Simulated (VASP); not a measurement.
Here is a VASP 6.6.1 calculation.

Contents of INCAR:

```
PREC = Accurate ; ENCUT = 520
EDIFF = 1E-6 ; ISMEAR = -1
SIGMA = 0.05 ; LREAL = False
LASPH = True ; NELM = 100
ALGO = Normal ; ISIF = 2
LWAVE = False ; LCHARG = False
GGA = PS ; NBANDS = 11
```

File KPOINTS:

```
Automatic mesh
0
Gamma
  11 11 11
```

POSCAR

```
MgO
1.0
    0.0000000000      2.1070287751      2.1070287751
    2.1070287751      0.0000000000      2.1070287751
    2.1070287751      2.1070287751      0.0000000000
Mg O
1 1
Direct
    0.0000000000      0.0000000000      0.0000000000
    0.5000000000      0.5000000000      0.5000000000
```

Potentials or basis: VASP PAW PBE potentials, release 64 (Mg, O).

The run is started by

```console
$ cat potpaw_PBE.64/Mg/POTCAR potpaw_PBE.64/O/POTCAR > POTCAR
$ mpirun -np 1 vasp_std > vasp.out
```

(1) What does it give for the pressure?

(2) Predict the band gap on the k mesh.

Results:

(1) -0.5 GPa.

(2) 4.62 eV, direct.

Caveat: the PAW data sets were made with another functional, which shifts forces and pressure a little.
